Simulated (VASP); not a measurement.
Write the native input for VASP 6.6.1 that does the following.

| Property | Result |
| --- | --- |
| Task | single point |
| Functional | r2SCAN |
| Potentials or basis | VASP PAW PBE potentials, release 64 (Zn, Se) |
| Cutoff | 520 eV |
| k mesh | 6 × 6 × 6 |
| Occupations | gaussian, width 0.01 eV |
| Spin | no spin polarisation |
| Dipole correction | no |
| Further INCAR settings | ALGO = Normal; EDIFF = 1e-06; NBANDS = 16 |

ZnSe:

```
Zn Se
1.0
     0.00000    2.83242    2.83242
     2.83242    0.00000    2.83242
     2.83242    2.83242    0.00000
Zn Se
1 1
Direct
  0.00000 0.00000 0.00000
  0.25000 0.25000 0.25000
```

One way to write it, as run:

POSCAR

```
ZnSe
1.0
    0.0000000000      2.8324206839      2.8324206839
    2.8324206839      0.0000000000      2.8324206839
    2.8324206839      2.8324206839      0.0000000000
Zn Se
1 1
Direct
    0.0000000000      0.0000000000      0.0000000000
    0.2500000000      0.2500000000      0.2500000000
```

INCAR.step1

```
  PREC = Accurate
  ENCUT = 520
  ISMEAR = 0
  SIGMA = 0.01
  LREAL = False
  LASPH = True
  NELM = 100
  NBANDS = 16
  GGA = PE
  ALGO = Normal
  EDIFF = 1E-4
  LWAVE = True
  LCHARG = False
```

INCAR.step2

```
  PREC = Accurate
  ENCUT = 520
  EDIFF = 1E-6
  ISMEAR = 0
  SIGMA = 0.01
  LREAL = False
  LASPH = True
  NELM = 100
  ALGO = Normal
  ISIF = 2
  LWAVE = False
  LCHARG = True
  METAGGA = R2SCAN
  LMIXTAU = True
  LELF = True
  LVHAR = True
  NBANDS = 16
  ISTART = 1
```

KPOINTS

```
Automatic mesh
0
Gamma
  6 6 6
```

Potentials or basis: VASP PAW PBE potentials, release 64 (Zn, Se).

Command:

```console
$ cat potpaw_PBE.64/Zn/POTCAR potpaw_PBE.64/Se/POTCAR > POTCAR
$ cp INCAR.step1 INCAR
$ mpirun -np 1 vasp_std > vasp.out
$ cp INCAR.step2 INCAR
$ mpirun -np 1 vasp_std > vasp.out
```

It gave:

```json
{
  "Pressure": "0.1 GPa",
  "Band gap on the k mesh": "1.87 eV, direct"
}
```

Caveat: the PAW data sets were made with another functional, which shifts forces and pressure a little.

Run time: 50 s on 1 thread of Intel(R) Xeon(R) 6975P-C (Granite Rapids), with other jobs on the host, peak memory 0.17 GiB.
